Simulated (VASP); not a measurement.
Ir:

```
CELL_PARAMETERS angstrom
4.83734 0.00000 0.00000
0.00000 4.83734 0.00000
0.00000 0.00000 4.83734
ATOMIC_POSITIONS crystal
Ir 0.00000 0.00000 0.00000
Ir 0.50000 0.50000 0.50000
Ir 0.25000 0.00000 0.50000
Ir 0.75000 0.00000 0.50000
Ir 0.50000 0.25000 0.00000
Ir 0.50000 0.75000 0.00000
Ir 0.00000 0.50000 0.25000
Ir 0.00000 0.50000 0.75000
```

| Property | Result |
| --- | --- |
| Program | VASP 6.6.1 |
| Task | relaxation of cell and atoms |
| Functional | RPBE |
| Potentials or basis | VASP PAW PBE potentials, release 64 (Ir) |
| Cutoff | 600 eV |
| k mesh | 5 × 5 × 5 |
| Occupations | fermi-dirac, width 0.1 eV |
| Spin | no spin polarisation |

At the start: pressure 29.2 GPa; volume 14.15 Å³/atom.

How do energy, volume and symmetry change on relaxing?

Over 5 steps the energy falls by 99.7 meV/atom and the volume is 15.34 Å³/atom (+8.4 %); space group Pm-3n (No. 223, to 0.05 Å).

The path:
```tsv
step	energy change (eV)	largest force (eV/Å)	pressure (GPa)	volume (Å³)
1	0.0000	0.0000	29.15	113.19
2	5.3540	0.0000	-38.65	160.82
3	-0.7860	0.0000	-2.87	123.96
4	-0.7972	0.0000	-0.41	122.88
5	-0.7974	0.0000	0.07	122.68
```

Final structure:
```yaml
crystal:
  lattice:
    - [4.96893, 0.00000, 0.00000]
    - [0.00000, 4.96893, 0.00000]
    - [0.00000, 0.00000, 4.96893]
  atoms:
    - { symbol: Ir, position: [0.00000, 0.00000, 0.00000] }
    - { symbol: Ir, position: [0.50000, 0.50000, 0.50000] }
    - { symbol: Ir, position: [0.25000, 0.00000, 0.50000] }
    - { symbol: Ir, position: [0.75000, 0.00000, 0.50000] }
    - { symbol: Ir, position: [0.50000, 0.25000, 0.00000] }
    - { symbol: Ir, position: [0.50000, 0.75000, 0.00000] }
    - { symbol: Ir, position: [0.00000, 0.50000, 0.25000] }
    - { symbol: Ir, position: [0.00000, 0.50000, 0.75000] }
```

Caveat: the PAW data sets were made with another functional, which shifts forces and pressure a little.
